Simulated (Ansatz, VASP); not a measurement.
# Two plane-wave programs on Ir

File INCAR:

```
ALGO = Normal ; EDIFF = 1E-6
ENCUT = 520 ; GGA = PE
ISIF = 2 ; ISMEAR = -1
LASPH = T ; LCHARG = T
LELF = T ; LREAL = F
LVHAR = T ; LWAVE = F
NBANDS = 10 ; NELM = 100
PREC = Accurate ; SIGMA = 0.1
```

Contents of KPOINTS:

```
k-points
0
Gamma
  17 17 17
```

The input POSCAR:

```
Ir
1.0
    0.0000000000      1.8689458059      1.8689458059
    1.8689458059      0.0000000000      1.8689458059
    1.8689458059      1.8689458059      0.0000000000
Ir
1
Direct
    0.0000000000      0.0000000000      0.0000000000
```

Input for Ansatz:

```yaml
crystal:
  lattice:
    - [0.0, 1.8689458059, 1.8689458059]
    - [1.8689458059, 0.0, 1.8689458059]
    - [1.8689458059, 1.8689458059, 0.0]
  atoms:
    - { symbol: Ir, position: [0.0, 0.0, 0.0] }
kpoints:
  mp_grid: { grid: [17, 17, 17] }
scf:
  occupations: { method: fermi_dirac, width: 0.1 }
hamiltonian:
  xc: pbe
  pseudopotentials: { kind: nc }
output:
  forces: true
  stress: true
  eigenvalues: true
```

Change from the starting cell: volume scaled by 0.9, norm-conserving files.

Alike in both runs: task single point; functional PBE; k mesh 17 × 17 × 17; occupations fermi-dirac, width 0.1 eV; no spin polarisation.

|  | VASP | Ansatz |
| --- | --- | --- |
| version | VASP 6.6.1 | Ansatz 0.2.0 |
| potentials or method | VASP PAW PBE potentials, release 64 (Ir) | norm-conserving pseudopotentials, scalar-relativistic |
| plane-wave cutoff (eV) | 520 | 925 |
| valence electrons in the cell | 9 | 17 |

```csv
,VASP,Ansatz,Ansatz less VASP
pressure (GPa),48.8,47.8,-0.97
```

Both programs put the cell under a high pressure, so it lies far from rest at this level. With one functional, cell and mesh, what is left measures potentials, basis and numerics. VASP's potentials hold 9 valence electrons a cell and Ansatz's 17, so a difference there can come from the potentials and not from the codes.

Neither program's run includes spin-orbit coupling.
